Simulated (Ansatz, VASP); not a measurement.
## MgO in VASP and in Ansatz

```
Mg O
1.0
     5.63354    0.00000    0.00000
     0.00000    5.63354    0.00000
     0.00000    0.00000    5.63354
Mg O
6 6
Direct
  0.25000 0.98935 0.50000
  0.00000 0.51065 0.25000
  0.50000 0.75000 0.00000
  0.75000 0.98935 0.50000
  0.00000 0.51065 0.75000
  0.50000 0.25000 0.00000
  0.25000 0.50835 0.00000
  0.50000 0.99165 0.25000
  0.00000 0.75000 0.50000
  0.75000 0.50835 0.00000
  0.50000 0.99165 0.75000
  0.00000 0.25000 0.50000
```

Change from the starting cell: mode 14 frozen in at -0.060 Å and mode 24 at +0.000 Å (largest displacements).

Alike in both runs: task single point; functional PBE; k mesh 4 × 4 × 4; occupations gaussian, width 0.05 eV; no spin polarisation.

|  | VASP | Ansatz |
| --- | --- | --- |
| version | VASP 6.6.1 | Ansatz 0.2.0 |
| potentials or method | VASP PAW PBE potentials, release 64 (Mg, O), cutoff 520 eV | scalar-relativistic, plane waves, PAW |
| valence electrons in the cell | 48 | 96 |

```csv
,VASP,Ansatz,Ansatz less VASP
gap on the k mesh at the Fermi level (eV),2.86,2.88,+0.014
least direct gap on the mesh (eV),2.87,2.88,+0.014
pressure (GPa),-0.1,0.2,+0.31
rms of the force components (eV/Å),0.258,0.256,-0.0022
```

Atom by atom the forces differ by 0.002 eV/Å (rms over components). VASP's potentials hold 48 valence electrons a cell and Ansatz's 96, so a difference there can come from the potentials and not from the codes.
